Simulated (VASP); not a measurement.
# CaO (P6_3/mmc) in VASP: a series of runs, part 3 of 3

VASP 6.6.1. The steps go on from the part before.

### 5 Single point, r2SCAN

POSCAR

```
CaO
1.0
    3.9808380011      0.0000000000      0.0000000000
   -1.9904190006      3.4475068373      0.0000000000
    0.0000000000      0.0000000000      4.7704440490
Ca O
2 2
Direct
    0.3333333333      0.6666666667     -0.0625000000
    0.6666666667      0.3333333333      0.4375000000
    0.3333333333      0.6666666667      0.4375000000
    0.6666666667      0.3333333333      0.9375000000
```

INCAR.step1

```
SYSTEM = CaO
PREC     = Accurate       ! precision mode
ENCUT    = 520            ! plane-wave cutoff, eV
ISMEAR   = 0              ! smearing method
SIGMA    = 0.01           ! smearing width, eV
LREAL    = .FALSE.        ! projectors in reciprocal space
LASPH    = .TRUE.         ! aspherical terms in the spheres
NELM     = 80             ! most SCF steps
NBANDS   = 24             ! bands
GGA      = PE             ! functional
ALGO     = Normal         ! electronic algorithm
EDIFF    = 1E-4           ! SCF threshold, eV
LWAVE    = .TRUE.         ! write WAVECAR
LCHARG   = .FALSE.        ! write CHGCAR
```

INCAR.step2

```
SYSTEM = CaO
PREC     = Accurate       ! precision mode
ENCUT    = 520            ! plane-wave cutoff, eV
EDIFF    = 1E-7           ! SCF threshold, eV
ISMEAR   = 0              ! smearing method
SIGMA    = 0.01           ! smearing width, eV
LREAL    = .FALSE.        ! projectors in reciprocal space
LASPH    = .TRUE.         ! aspherical terms in the spheres
NELM     = 80             ! most SCF steps
ALGO     = Normal         ! electronic algorithm
ISIF     = 2              ! what is computed and relaxed
LWAVE    = .FALSE.        ! write WAVECAR
LCHARG   = .TRUE.         ! write CHGCAR
METAGGA  = R2SCAN         ! meta-GGA
LMIXTAU  = .TRUE.       
LELF     = .TRUE.         ! ELF
LVHAR    = .TRUE.       
NBANDS   = 24             ! bands
ISTART   = 1
```

KPOINTS

```
Automatic mesh
0
G
  12 12 6
  0 0 0
```

Potentials or basis: VASP PAW PBE potentials, release 64 (Ca_sv, O).

Run with:

```console
$ cat potpaw_PBE.64/Ca_sv/POTCAR potpaw_PBE.64/O/POTCAR > POTCAR
$ cp INCAR.step1 INCAR
$ mpirun -np 1 vasp_std > vasp.out
$ cp INCAR.step2 INCAR
$ mpirun -np 1 vasp_std > vasp.out
```

OUTCAR:

```text
SYSTEM = CaO
   PREC = Accurate
   ENCUT = 520
   EDIFF = 1E-7
   ISMEAR = 0
   LREAL = .FALSE.
   LASPH = .TRUE.
   NELM = 80
   ISIF = 2
   METAGGA = R2SCAN
   ISTART = 1

 ion  position               nearest neighbor table
   1  0.333  0.667  0.938-   4 2.30   4 2.30   4 2.30   3 2.39   3 2.39
   2  0.667  0.333  0.438-   3 2.30   3 2.30   3 2.30   4 2.39   4 2.39
   3  0.333  0.667  0.438-   2 2.30   2 2.30   2 2.30   1 2.39   1 2.39
   4  0.667  0.333  0.938-   1 2.30   1 2.30   1 2.30   2 2.39   2 2.39

  LATTYP: Found a hexagonal cell.
 ALAT       =     3.9808380011
 C/A-ratio  =     1.1983517158

  Lattice vectors:

 A1 = (   3.9808380011,   0.0000000000,   0.0000000000)
 A2 = (  -1.9904190006,   3.4475068373,   0.0000000000)
 A3 = (   0.0000000000,   0.0000000000,   4.7704440490)

Analysis of symmetry for initial positions (statically):
=====================================================================
 Subroutine PRICEL returns:
 Original cell was already a primitive cell.

 Routine SETGRP: Setting up the symmetry group for a
 hexagonal supercell.

 Subroutine GETGRP returns: Found 24 space group operations
 (whereof  6 operations were pure point group operations)
 out of a pool of 24 trial point group operations.

The static configuration has the point symmetry C_3v.
 The point group associated with its full space group is D_6h.

Analysis of symmetry for dynamics (positions and initial velocities):
=====================================================================
 Subroutine PRICEL returns:
 Original cell was already a primitive cell.

 Routine SETGRP: Setting up the symmetry group for a
 hexagonal supercell.

 Subroutine GETGRP returns: Found 24 space group operations
 (whereof  6 operations were pure point group operations)
 out of a pool of 24 trial point group operations.

The dynamic configuration has the point symmetry C_3v.
 The point group associated with its full space group is D_6h.

 Subroutine INISYM returns: Found 24 space group operations
 (whereof  6 operations are pure point group operations),
 and found     1 'primitive' translations

----------------------------------------------------------------------------------------

                                     Primitive cell

  volume of cell :      65.4694

  direct lattice vectors                    reciprocal lattice vectors
     3.980838001  0.000000000  0.000000000     0.251203390  0.145032345  0.000000000
    -1.990419001  3.447506837  0.000000000     0.000000000  0.290064689  0.000000000
     0.000000000  0.000000000  4.770444049     0.000000000  0.000000000  0.209624092

  length of vectors
     3.980838001  3.980838001  4.770444049     0.290064689  0.290064689  0.209624092

  position of ions in fractional coordinates (direct lattice)
     0.333333333  0.666666667  0.937500000
     0.666666667  0.333333333  0.437500000
     0.333333333  0.666666667  0.437500000
     0.666666667  0.333333333  0.937500000

  ion indices of the primitive-cell ions
   primitive index   ion index
                 1           1
                 2           2
                 3           3
                 4           4

----------------------------------------------------------------------------------------

 KPOINTS: Automatic mesh

[... 23 lines left out ...]
            Coordinates               Weight
  0.000000  0.000000  0.000000      1.000000
  0.083333  0.000000  0.000000      6.000000
  0.166667  0.000000  0.000000      6.000000
  0.250000  0.000000  0.000000      6.000000
  0.333333  0.000000  0.000000      6.000000
  0.416667 -0.000000  0.000000      6.000000
[... 16 lines left out ...]
  0.250000  0.000000  0.166667     12.000000
  0.333333  0.000000  0.166667     12.000000
 [... further k-points ...]
   k-points           NKPTS =     76   k-points in BZ     NKDIM =     76   number of bands    NBANDS=     24
   number of dos      NEDOS =    301   number of ions     NIONS =      4
   total plane-waves  NPLWV =  32400
   dimension x,y,z NGX =    30 NGY =   30 NGZ =   36
   dimension x,y,z NGXF=    60 NGYF=   60 NGZF=   72
   ions per type =               2   2
   NGX,Y,Z   is equivalent  to a cutoff of  12.53, 12.53, 12.55 a.u.
   NGXF,Y,Z  is equivalent  to a cutoff of  25.06, 25.06, 25.09 a.u.
 SYSTEM =  CaO
   PREC   = accura    normal or accurate (medium, high low for compatibility)
   ISTART =      1    job   : 0-new  1-cont  2-samecut
   ICHARG =      0    charge: 1-file 2-atom 10-const
   ISPIN  =      1    spin polarized calculation?
   LNONCOLLINEAR =      F non collinear calculations
   LSORBIT =      F    spin-orbit coupling
   LASPH  =      T    aspherical Exc in radial PAW
   ENCUT  =  520.0 eV  38.22 Ry    6.18 a.u.   7.40  7.40  8.87*2*pi/ulx,y,z
   NELM   =     80;   NELMIN=  2; NELMDL=  0     # of ELM steps
   EDIFF  = 0.1E-06   stopping-criterion for ELM
   LREAL  =      F    real-space projection
   EDIFFG = 0.1E-05   stopping-criterion for IOM
   NSW    =      0    number of steps for IOM
   IBRION =     -1    ionic relax: 0-MD 1-quasi-New 2-CG
   NFREE  =      0    steps in history (QN), initial steepest desc. (CG)
   ISIF   =      2    stress and relaxation
   ISYM   =      2    0-nonsym 1-usesym 2-fastsym
   POTIM  = 0.5000    time-step for ionic-motion
   TEBEG  =    0.0;   TEEND  =   0.0 temperature during run
   PSTRESS=    0.0 pullay stress
   NELECT =      32.0000    total number of electrons
   NUPDOWN=      -1.0000    fix difference up-down
   EMIN   =  10.00;   EMAX   =-10.00  energy-range for DOS
   EFERMI =   0.00;   METHOD = LEGACY
   ISMEAR =     0;   SIGMA  =   0.01  broadening in eV -4-tet -1-fermi 0-gaus
   EFERMI_NEDOS =   21; number of points for ismear=-14 and -15
   IALGO  =     38    algorithm
   IMIX   =      4    mixing-type and parameters
     AMIX     =   0.40;   BMIX     =  1.00
     AMIX_MAG =   1.60;   BMIX_MAG =  1.00
  volume/ion in A,a.u.               =      16.37       110.45
  Fermi-wavevector in a.u.,A,eV,Ry     =   1.289571  2.436936 22.626407  1.662994
  Thomas-Fermi vector in A             =   2.421456
   LORBIT       =      0    0 simple, 1 ext, 2 COOP (PROOUT), +10 PAW based schemes
   METAGGA = R2SCAN    functional components
   LHFCALC =     F    Hartree Fock is set to
   AEXX    =    0.0000 exact exchange contribution
   IVDW    =     0    specifies the selected vdW correction
   LEPSILON=     F    determine dielectric tensor
   LRPA    =     F    only Hartree local field effects (RPA)
 non-spin polarized calculation
 Gauss-broadening in eV      SIGMA  =   0.01
  energy-cutoff  :      520.00
  volume of cell :       65.47
 maximum number of plane-waves:      1811
 NGX is ok and might be reduce to    30
   NGX = 15   NGY = 15   NGZ = 17

 number of electron      32.0000011 magnetization

 Free energy of the ion-electron system (eV)
  ---------------------------------------------------
  ext. energy  EPLUGINS =         0.00000000
  ---------------------------------------------------
  free energy    TOTEN  =       -38.48657755 eV

  energy without entropy =      -38.48657755  energy(sigma->0) =      -38.48657755

 E-fermi :   1.2109     XC(G=0):  -9.9993

 val. band max:        1.0426087988   @ k =   0.0000   0.0000   0.0000
 cond. band min:       4.6543056607   @ k =   0.0000   0.0000   0.0000
 fundamental gap:      3.6116968620
 Fermi energy:         1.2108610447

 k-point     1 :       0.0000    0.0000    0.0000
  band No.  band energies     occupation
      1     -37.9813      2.00000
      2     -37.8471      2.00000
      3     -18.4515      2.00000
      4     -18.2019      2.00000
      5     -18.2019      2.00000
      6     -18.0019      2.00000
[... 637 lines left out ...]
     23      10.1974      0.00000
     24      10.4974      0.00000

 [... further k-points ...]

------------------------ aborting loop because EDIFF is reached ----------------------------------------

  FORCE on cell =-STRESS in cart. coord.  units (eV):
  Direction    XX          YY          ZZ          XY          YZ          ZX
  --------------------------------------------------------------------------------------
  -------------------------------------------------------------------------------------
  Total        0.4080709      0.4080709      0.3676233     -0.0000000      0.0000000     -0.0000000
  in kB        9.9863735      9.9863735      8.9965326     -0.0000000      0.0000000     -0.0000000
  external PRESSURE =       9.6564265 kB  Pullay stress =       0.0000000 kB

 VOLUME and BASIS-vectors are now :
 -----------------------------------------------------------------------------
  energy-cutoff  :      520.00
  volume of cell :       65.47
      direct lattice vectors                 reciprocal lattice vectors
     3.980838001  0.000000000  0.000000000     0.251203390  0.145032345  0.000000000
    -1.990419001  3.447506837  0.000000000     0.000000000  0.290064689  0.000000000
     0.000000000  0.000000000  4.770444049     0.000000000  0.000000000  0.209624092

 POSITION                                       TOTAL-FORCE (eV/Angst)
 -----------------------------------------------------------------------------------
     -0.00000      2.29834      4.47229         0.000000     -0.000000     -0.000000
      1.99042      1.14917      2.08707        -0.000000      0.000000     -0.000000
     -0.00000      2.29834      2.08707         0.000000     -0.000000      0.000000
      1.99042      1.14917      4.47229        -0.000000      0.000000     -0.000000
 -----------------------------------------------------------------------------------
    total drift:                               -0.000000      0.000000      0.000000

  FREE ENERGIE OF THE ION-ELECTRON SYSTEM (eV)
  ---------------------------------------------------
  free  energy   TOTEN  =       -38.4865775470 eV

  energy  without entropy=      -38.4865775470  energy(sigma->0) =      -38.48657755
```

Run time: 12 min. Hardware: 1 thread of Oxide Virtual Turin-like, shared host; peak memory 0.22 GiB.

What came out:

| Property | Result |
| --- | --- |
| Free energy | -38.4866 eV |
| Pressure | 1.0 GPa |
| Band gap on the k mesh | 3.61 eV, direct |

Stress tensor (GPa, compression positive):
```
1.00 0.00 0.00
0.00 1.00 0.00
0.00 0.00 0.90
```

Caveat: the PAW data sets were made with another functional, which shifts forces and pressure a little. r2SCAN opens gaps a little over a GGA but as a rule still falls short of measured ones.

### 6 Overview

```tsv
level	cell	smearing	gap on the mesh (eV)	pressure (GPa)
PBE	a = 3.981, b = 3.981, c = 4.770 Å, angles 90.0, 90.0, 120.0°, 4 atoms	fermi-dirac 0.02 eV	3.19	2.3
PBE	a = 4.021, b = 4.021, c = 4.748 Å, angles 90.0, 90.0, 120.0°, 4 atoms	fermi-dirac 0.02 eV	3.09	1.0
PBE	a = 4.041, b = 4.041, c = 4.842 Å, angles 90.0, 90.0, 120.0°, 4 atoms	fermi-dirac 0.02 eV	3.03	-1.6
r2SCAN	a = 3.981, b = 3.981, c = 4.770 Å, angles 90.0, 90.0, 120.0°, 4 atoms	gaussian 0.01 eV	3.61	1.0
```

Alike in all rows: task single point; potentials or basis VASP PAW PBE potentials, release 64 (Ca_sv, O); no spin polarisation; k mesh 12 × 12 × 6; cutoff (eV) 520.

Caveats: the PAW data sets were made with another functional, which shifts forces and pressure a little (some runs).

Absolute energies hang on the potentials; compare differences alone.
